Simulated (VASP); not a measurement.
A run of VASP 6.6.1 is set up as follows.

The input INCAR:

```
  ALGO = Normal
  EDIFF = 1E-6
  ENCUT = 520
  GGA = PE
  ISIF = 2
  ISMEAR = -1
  LASPH = True
  LCHARG = True
  LELF = True
  LREAL = Auto
  LVHAR = True
  LWAVE = False
  NBANDS = 48
  NELM = 80
  PREC = Accurate
  SIGMA = 0.02
```

File KPOINTS:

```
k-points
0
Gamma
  2 2 2
```

POSCAR

```
Si
1.0
    0.0000000000      5.4300000000      5.4300000000
    5.4300000000      0.0000000000      5.4300000000
    5.4300000000      5.4300000000      0.0000000000
Si
17
Direct
   -0.0113280847     -0.0112192449     -0.0112216390
    0.1130706262      0.1131732044      0.1131500000
    0.0004203499      0.0005360037      0.4874954880
    0.1216243094      0.1217372007      0.6174432781
    0.0004135359      0.4875203499      0.0005175875
    0.1216271639      0.6174488950      0.1217225599
    0.0160637201      0.4929657459      0.4929473297
    0.1630273481      0.6066474217      0.6066218232
    0.4874195212      0.0005200737      0.0005084715
    0.6173428177      0.1217339779      0.1217164825
    0.4928534991      0.0161719153      0.4929393186
    0.6065374770      0.1631529466      0.6065894107
    0.4928517495      0.4929561694      0.0161605893
    0.6065248619      0.6066023941      0.1631524862
    0.5219325046      0.5220538674      0.5220516575
    0.6491145488      0.6492220994      0.6492097606
    0.7886870166      0.7888172192      0.7888035912
```

Potentials or basis: VASP PAW PBE potentials, release 64 (Si).

Run with:

```console
$ cat potpaw_PBE.64/Si/POTCAR > POTCAR
$ mpirun -np 1 vasp_std > vasp.out
```

(1) Predict the largest force.

(2) What does it give for the pressure?

## Answers

(1) 0.050 eV/Å.

(2) 4.4 GPa.

Caveat: the k points lie up to 0.50 Å⁻¹ apart.
